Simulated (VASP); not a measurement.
The system is BeRhS3.

```xyz
5
Lattice="4.2145 0.0000 0.0000 0.0000 4.2145 0.0000 0.0000 0.0000 4.2145" Properties=species:S:1:pos:R:3 pbc="T T T"
Be    0.0000    0.0000    0.0000
Rh    2.1072    2.1072    2.1072
S     0.0000    2.1072    2.1072
S     2.1072    0.0000    2.1072
S     2.1072    2.1072    0.0000
```

The cell was built from a structure type or drawn by symmetry, and may not be a known phase.

* Program: VASP 6.6.1
* Task: relaxation of cell and atoms
* Functional: PBE
* Potentials or basis: VASP PAW PBE potentials, release 64 (Be, Rh_pv, S)
* Cutoff: 600 eV
* k mesh: 4 × 4 × 4
* Occupations: gaussian, width 0.1 eV
* Spin: collinear spin, ferromagnetic start
* Starting moments: [0.0, 1.0, 0.0, 0.0, 0.0] μB

At the start: pressure 41.2 GPa; volume 14.97 Å³/atom.

Q: How do energy, volume and symmetry change on relaxing?

A: Over 3 steps the energy falls by 484.3 meV/atom and the volume is 19.85 Å³/atom (+32.6 %); space group Pm-3m (No. 221, to 0.1 Å) before and after; moment 0.00 μB per cell.

Step by step:
```csv
step,energy change (eV),largest force (eV/Å),pressure (GPa),volume (Å³)
1,0.0000,0.0000,41.24,74.86
2,-1.2957,0.0000,-11.05,124.85
3,-2.4214,0.0000,-0.24,99.24
```

Final structure:
```
Be Rh S
1.0
     4.62976    0.00000    0.00000
     0.00000    4.62976    0.00000
     0.00000    0.00000    4.62976
Be Rh S
1 1 3
Direct
  0.00000 0.00000 0.00000
  0.50000 0.50000 0.50000
  0.00000 0.50000 0.50000
  0.50000 0.00000 0.50000
  0.50000 0.50000 0.00000
```

Caveat: the k points lie up to 0.34 Å⁻¹ apart in the final cell; the volume moved by over 15 % at a fixed basis, so the end points are rough.
